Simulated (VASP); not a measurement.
# ScF3 in VASP: further runs

The runs below take ScF3 through single point, with PBE.

Program: VASP 6.6.1. These are calculated values, not measurements. Logs are shortened: lines on timing, memory, paths and dates and some standing lists are left out, and cuts for length are marked.

## Step 1: The cell of the first run

The cell holds a sheet with vacuum, 4 atoms: a = 3.494 Å, b = 3.494 Å, c = 17.000 Å, α = 90.00°, β = 90.00°, γ = 120.00°.

The cell was generated, and may not be a known phase.

## Step 2: Single point, PBE

Input file INCAR:

```
ALGO = Normal
DIPOL = 0.5 0.5 0.500
EDIFF = 1E-6
ENCUT = 520
GGA = PE
GGA_COMPAT = False
IDIPOL = 3
ISIF = 2
ISMEAR = 0
LASPH = True
LCHARG = False
LDIPOL = True
LREAL = False
LWAVE = False
NBANDS = 24
NELM = 120
NELMDL = -8
PREC = Accurate
SIGMA = 0.1
```

Input file KPOINTS:

```
k-points
0
Gamma
  6 6 1
```

Input file POSCAR:

```
ScF3
1.0
    3.4943620000      0.0000000000      0.0000000000
   -1.7471810000      3.0262070000      0.0000000000
    0.0000000000      0.0000000000     17.0000000000
Sc F
1 3
Direct
    0.6666666700      0.3333333300      0.5000000000
    0.0000000000      0.0000000000      0.4406826600
    0.0000000000      0.0000000000      0.5593173400
    0.3333333300      0.6666666700      0.5000000000
```

Potentials or basis: VASP PAW PBE potentials, release 64 (Sc_sv, F).

On the command line:

```
$ cat potpaw_PBE.64/Sc_sv/POTCAR potpaw_PBE.64/F/POTCAR > POTCAR
$ mpirun -np 1 vasp_std > vasp.out
```

OUTCAR:

```text
EDIFF = 1E-6
   ENCUT = 520
   GGA = PE
   ISIF = 2
   ISMEAR = 0
   LASPH = True
   LREAL = False
   NELM = 120
   NELMDL = -8
   PREC = Accurate

 ion  position               nearest neighbor table
   1  0.667  0.333  0.500-   4 2.02   4 2.02   4 2.02   2 2.26   3 2.26   2 2.26   3 2.26   2 2.26
                             3 2.26
   2  0.000  0.000  0.441-   1 2.26   1 2.26   1 2.26
   3  0.000  0.000  0.559-   1 2.26   1 2.26   1 2.26
   4  0.333  0.667  0.500-   1 2.02   1 2.02   1 2.02

  LATTYP: Found a hexagonal cell.
 ALAT       =     3.4943620000
 C/A-ratio  =     4.8649796444

  Lattice vectors:

 A1 = (   3.4943620000,   0.0000000000,   0.0000000000)
 A2 = (  -1.7471810000,   3.0262070000,   0.0000000000)
 A3 = (   0.0000000000,   0.0000000000,  17.0000000000)

Analysis of symmetry for initial positions (statically):
=====================================================================
 Subroutine PRICEL returns:
 Original cell was already a primitive cell.

 Routine SETGRP: Setting up the symmetry group for a
 hexagonal supercell.

 Subroutine GETGRP returns: Found 12 space group operations
 (whereof 12 operations were pure point group operations)
 out of a pool of 24 trial point group operations.

The static configuration has the point symmetry D_3h.

Analysis of symmetry for dynamics (positions and initial velocities):
=====================================================================
 Subroutine PRICEL returns:
 Original cell was already a primitive cell.

 Routine SETGRP: Setting up the symmetry group for a
 hexagonal supercell.

 Subroutine GETGRP returns: Found 12 space group operations
 (whereof 12 operations were pure point group operations)
 out of a pool of 24 trial point group operations.

The dynamic configuration has the point symmetry D_3h.

 Subroutine INISYM returns: Found 12 space group operations
 (whereof 12 operations are pure point group operations),
 and found     1 'primitive' translations

----------------------------------------------------------------------------------------

                                     Primitive cell

  volume of cell :     179.7693

  direct lattice vectors                    reciprocal lattice vectors
     3.494362000  0.000000000  0.000000000     0.286175273  0.165223331  0.000000000
    -1.747181000  3.026207000  0.000000000     0.000000000  0.330446661  0.000000000
     0.000000000  0.000000000 17.000000000     0.000000000  0.000000000  0.058823529

  length of vectors
     3.494362000  3.494362639 17.000000000     0.330446722  0.330446661  0.058823529

  position of ions in fractional coordinates (direct lattice)
     0.666666670  0.333333330  0.500000000
     0.000000000  0.000000000  0.440682660
     0.000000000  0.000000000  0.559317340
     0.333333330  0.666666670  0.500000000

  ion indices of the primitive-cell ions
   primitive index   ion index
                 1           1
                 2           2
                 3           3
                 4           4

----------------------------------------------------------------------------------------

 KPOINTS: k-points

Automatic generation of k-mesh.
 Grid dimensions read from file:
 generate k-points for:    6    6    1

 Generating k-lattice:

  Cartesian coordinates                     Fractional coordinates (reciprocal lattice)
     0.047695879  0.027537222  0.000000000     0.166666667  0.000000000  0.000000000
     0.000000000  0.055074444  0.000000000     0.000000000  0.166666667  0.000000000
     0.000000000  0.000000000  0.058823529     0.000000000  0.000000000  1.000000000

  Length of vectors
     0.055074454  0.055074444  0.058823529

  Shift w.r.t. Gamma in fractional coordinates (k-lattice)
     0.000000000  0.000000000  0.000000000

 Subroutine IBZKPT returns following result:
 ===========================================

 Found      7 irreducible k-points:

 Following reciprocal coordinates:
            Coordinates               Weight
  0.000000  0.000000  0.000000      1.000000
  0.166667  0.000000  0.000000      6.000000
  0.333333  0.000000  0.000000      6.000000
  0.500000  0.000000  0.000000      3.000000
  0.166667  0.166667  0.000000      6.000000
  0.333333  0.166667  0.000000     12.000000
  0.333333  0.333333  0.000000      2.000000
   k-points           NKPTS =      7   k-points in BZ     NKDIM =      7   number of bands    NBANDS=     24
   number of dos      NEDOS =    301   number of ions     NIONS =      4
   total plane-waves  NPLWV =  98784
   dimension x,y,z NGX =    28 NGY =   28 NGZ =  126
   dimension x,y,z NGXF=    56 NGYF=   56 NGZF=  252
   ions per type =               1   3
   NGX,Y,Z   is equivalent  to a cutoff of  13.32, 13.32, 12.32 a.u.
   NGXF,Y,Z  is equivalent  to a cutoff of  26.64, 26.64, 24.64 a.u.
 SYSTEM =  unknown system
   PREC   = accura    normal or accurate (medium, high low for compatibility)
   ISTART =      0    job   : 0-new  1-cont  2-samecut
   ICHARG =      2    charge: 1-file 2-atom 10-const
   ISPIN  =      1    spin polarized calculation?
   LNONCOLLINEAR =      F non collinear calculations
   LSORBIT =      F    spin-orbit coupling
   LASPH  =      T    aspherical Exc in radial PAW
   ENCUT  =  520.0 eV  38.22 Ry    6.18 a.u.   6.50  6.50 31.61*2*pi/ulx,y,z
   NELM   =    120;   NELMIN=  2; NELMDL= -8     # of ELM steps
   EDIFF  = 0.1E-05   stopping-criterion for ELM
   LREAL  =      F    real-space projection
   EDIFFG = 0.1E-04   stopping-criterion for IOM
   NSW    =      0    number of steps for IOM
   IBRION =     -1    ionic relax: 0-MD 1-quasi-New 2-CG
   NFREE  =      0    steps in history (QN), initial steepest desc. (CG)
   ISIF   =      2    stress and relaxation
   ISYM   =      2    0-nonsym 1-usesym 2-fastsym
   POTIM  = 0.5000    time-step for ionic-motion
   TEBEG  =    0.0;   TEEND  =   0.0 temperature during run
   PSTRESS=    0.0 pullay stress
   NELECT =      32.0000    total number of electrons
   NUPDOWN=      -1.0000    fix difference up-down
   EMIN   =  10.00;   EMAX   =-10.00  energy-range for DOS
   EFERMI =   0.00;   METHOD = LEGACY
   ISMEAR =     0;   SIGMA  =   0.10  broadening in eV -4-tet -1-fermi 0-gaus
   EFERMI_NEDOS =   21; number of points for ismear=-14 and -15
   IALGO  =     38    algorithm
   IMIX   =      4    mixing-type and parameters
     AMIX     =   0.40;   BMIX     =  1.00
     AMIX_MAG =   1.60;   BMIX_MAG =  1.00
  volume/ion in A,a.u.               =      44.94       303.29
  Fermi-wavevector in a.u.,A,eV,Ry     =   0.920915  1.740278 11.538896  0.848085
  Thomas-Fermi vector in A             =   2.046274
   LORBIT       =      0    0 simple, 1 ext, 2 COOP (PROOUT), +10 PAW based schemes
   GGA     = PE    functional components
   LHFCALC =     F    Hartree Fock is set to
   AEXX    =    0.0000 exact exchange contribution
   IVDW    =     0    specifies the selected vdW correction
   LEPSILON=     F    determine dielectric tensor
   LRPA    =     F    only Hartree local field effects (RPA)
 non-spin polarized calculation
 Gauss-broadening in eV      SIGMA  =   0.10
  energy-cutoff  :      520.00
  volume of cell :      179.77
 maximum number of plane-waves:      4887
 NGX is ok and might be reduce to    28
   NGX = 13   NGY = 13   NGZ = 63

 number of electron      31.9999998 magnetization

 dipolmoment           0.000000      0.000000     -0.000000 electrons x Angstroem

 Free energy of the ion-electron system (eV)
  ---------------------------------------------------
  ext. energy  EPLUGINS =         0.00000000
  ---------------------------------------------------
  free energy    TOTEN  =       -24.73368236 eV

  energy without entropy =      -24.73368236  energy(sigma->0) =      -24.73368236

 E-fermi :  -5.0154     XC(G=0):  -3.0991

 val. band max:       -5.5710361893   @ k =   0.3333   0.1667   0.0000
 cond. band min:      -1.2235848522   @ k =   0.1667   0.1667   0.0000
 fundamental gap:      4.3474513371
 Fermi energy:        -5.0154127055

 k-point     1 :       0.0000    0.0000    0.0000
  band No.  band energies     occupation
      1     -53.7486      2.00000
      2     -32.4758      2.00000
      3     -32.2085      2.00000
      4     -32.2085      2.00000
      5     -28.7578      2.00000
      6     -26.1686      2.00000
[... 16 lines left out ...]
     23       1.8007      0.00000
     24       2.5007      0.00000

 k-point     2 :       0.1667    0.0000    0.0000
  band No.  band energies     occupation
      1     -53.7403      2.00000
      2     -32.4678      2.00000
      3     -32.4540      2.00000
      4     -32.2265      2.00000
      5     -28.3601      2.00000
      6     -26.3121      2.00000
[... 16 lines left out ...]
     23       1.9397      0.00000
     24       2.9730      0.00000

 k-point     3 :       0.3333    0.0000    0.0000
  band No.  band energies     occupation
      1     -53.7237      2.00000
      2     -32.8772      2.00000
      3     -32.4101      2.00000
      4     -32.2624      2.00000
      5     -27.7055      2.00000
      6     -26.5341      2.00000
[... 16 lines left out ...]
     23       3.2509      0.00000
     24       4.3390      0.00000

 k-point     4 :       0.5000    0.0000    0.0000
  band No.  band energies     occupation
      1     -53.7154      2.00000
      2     -33.0480      2.00000
      3     -32.3879      2.00000
      4     -32.2801      2.00000
      5     -27.4711      2.00000
      6     -26.5684      2.00000
[... 16 lines left out ...]
     23       5.1747      0.00000
     24       5.4322      0.00000

 k-point     5 :       0.1667    0.1667    0.0000
  band No.  band energies     occupation
      1     -53.7279      2.00000
      2     -32.7494      2.00000
      3     -32.4212      2.00000
      4     -32.2965      2.00000
      5     -27.8403      2.00000
      6     -26.4906      2.00000
[... 16 lines left out ...]
     23       2.8336      0.00000
     24       3.8927      0.00000

 k-point     6 :       0.3333    0.1667    0.0000
  band No.  band energies     occupation
      1     -53.7154      2.00000
      2     -32.9594      2.00000
      3     -32.3951      2.00000
      4     -32.3880      2.00000
      5     -27.4331      2.00000
      6     -26.5658      2.00000
[... 16 lines left out ...]
     23       4.5103      0.00000
     24       5.6703      0.00000

 k-point     7 :       0.3333    0.3333    0.0000
  band No.  band energies     occupation
      1     -53.7112      2.00000
      2     -32.9087      2.00000
      3     -32.5635      2.00000
      4     -32.3769      2.00000
      5     -27.3172      2.00000
      6     -26.5354      2.00000
[... 16 lines left out ...]
     23       6.2177      0.00000
     24       6.2584      0.00000

------------------------ aborting loop because EDIFF is reached ----------------------------------------

 vacuum level on the upper side and lower side of the slab       (xc-potential included)        -0.182        -0.182

  FORCE on cell =-STRESS in cart. coord.  units (eV):
  Direction    XX          YY          ZZ          XY          YZ          ZX
  --------------------------------------------------------------------------------------
  -------------------------------------------------------------------------------------
  Total        3.2309785      3.2309801      8.5590443      0.0000000      0.0000000      0.0000000
  in kB       28.7958039     28.7958180     76.2817085      0.0000000      0.0000000      0.0000000
  external PRESSURE =      44.6244435 kB  Pullay stress =       0.0000000 kB

 VOLUME and BASIS-vectors are now :
 -----------------------------------------------------------------------------
  energy-cutoff  :      520.00
  volume of cell :      179.77
      direct lattice vectors                 reciprocal lattice vectors
     3.494362000  0.000000000  0.000000000     0.286175273  0.165223331  0.000000000
    -1.747181000  3.026207000  0.000000000     0.000000000  0.330446661  0.000000000
     0.000000000  0.000000000 17.000000000     0.000000000  0.000000000  0.058823529

 POSITION                                       TOTAL-FORCE (eV/Angst)
 -----------------------------------------------------------------------------------
      1.74718      1.00874      8.50000        -0.000000      0.000000      0.000000
      0.00000      0.00000      7.49161        -0.000000      0.000000     -4.313831
      0.00000      0.00000      9.50839        -0.000000      0.000000      4.313831
     -0.00000      2.01747      8.50000         0.000000     -0.000000      0.000000
 -----------------------------------------------------------------------------------
    total drift:                                0.000016     -0.000011      0.000000

  FREE ENERGIE OF THE ION-ELECTRON SYSTEM (eV)
  ---------------------------------------------------
  free  energy   TOTEN  =       -24.7336823628 eV

  energy  without entropy=      -24.7336823628  energy(sigma->0) =      -24.73368236

 vacuum level on the upper side and lower side of the slab         2.023         2.023
```

Wall time 1.9 min (1 thread of Intel Xeon 8259CL, shared host); peak memory 0.3 GiB.

Results:

```
Free energy            : -24.7337 eV
Largest force          : 4.314 eV/Å
Band gap on the k mesh : 4.35 eV (least direct gap 4.36 eV)
```

Forces on the atoms (eV/Å):
```
Sc   0.000  0.000  0.000
F    0.000  0.000 -4.314
F    0.000  0.000  4.314
F    0.000  0.000  0.000
```

Levels at points of the mesh, in eV from the valence-band top:
| k point | band 13 | band 14 | band 15 | band 16 | band 17 | band 18 | band 19 | band 20 |
| --- | --- | --- | --- | --- | --- | --- | --- | --- |
| (0.00, 0.00, 0.00) | -2.01 | -1.48 | -1.48 | -0.12 | 4.42 | 4.95 | 4.95 | 7.04 |
| (0.50, 0.00, 0.00) | -2.05 | -1.93 | -1.03 | -0.01 | 4.61 | 5.31 | 5.58 | 5.66 |

## Step 3: Single point, PBE

This run uses another cell than the first one.

Input file INCAR:

```
SYSTEM = ScF3
PREC = Accurate
ENCUT = 520
EDIFF = 1E-6
ISMEAR = 0
SIGMA = 0.1
LREAL = .False.
LASPH = .True.
NELM = 120
ALGO = Normal
ISIF = 2
LWAVE = .False.
LCHARG = .False.
LDIPOL = .True.
IDIPOL = 3
DIPOL = 0.5 0.5 0.305
GGA = PE
NBANDS = 24
GGA_COMPAT = .False.
NELMDL = -8
```

Input file KPOINTS:

```
Automatic mesh
0
Gamma
  6 6 1
  0 0 0
```

Input file POSCAR:

```
ScF3
1.0
    3.4971618389      0.0000000000      0.0000000000
   -1.7485809195      3.0286309937      0.0000000000
    0.0000000000      0.0000000000     27.8335791200
Sc F
1 3
Direct
    0.6666666667      0.3333333333      0.3053865248
    0.0000000000      0.0000000000      0.2603466794
    0.0000000000      0.0000000000      0.3504263702
    0.3333333333      0.6666666667      0.3053865248
```

Potentials or basis: VASP PAW PBE potentials, release 64 (Sc_sv, F).

On the command line:

```
$ cat potpaw_PBE.64/Sc_sv/POTCAR potpaw_PBE.64/F/POTCAR > POTCAR
$ mpirun -np 1 vasp_std > vasp.out
```

Run time: 3.1 min. Hardware: 1 thread of Intel Xeon 8259CL, shared host; peak memory 0.41 GiB.

Results (log left out):

| Item | Value |
| --- | --- |
| Free energy | -25.6107 eV |
| Largest force | 0.025 eV/Å |
| Band gap on the k mesh | 4.76 eV (least direct gap 4.82 eV) |

Forces in eV/Å, atoms in the order of the input:
```
Sc   0.000  0.000  0.000
F    0.000  0.000 -0.025
F    0.000  0.000  0.025
F    0.000  0.000  0.000
```

Levels at points of the mesh, in eV from the valence-band top:
```tsv
k point	band 13	band 14	band 15	band 16	band 17	band 18	band 19	band 20
(0.00, 0.00, 0.00)	-0.97	-0.60	-0.60	-0.08	4.76	5.22	5.22	7.30
(0.50, 0.00, 0.00)	-1.04	-0.88	-0.52	-0.11	5.24	5.63	5.66	5.73
```
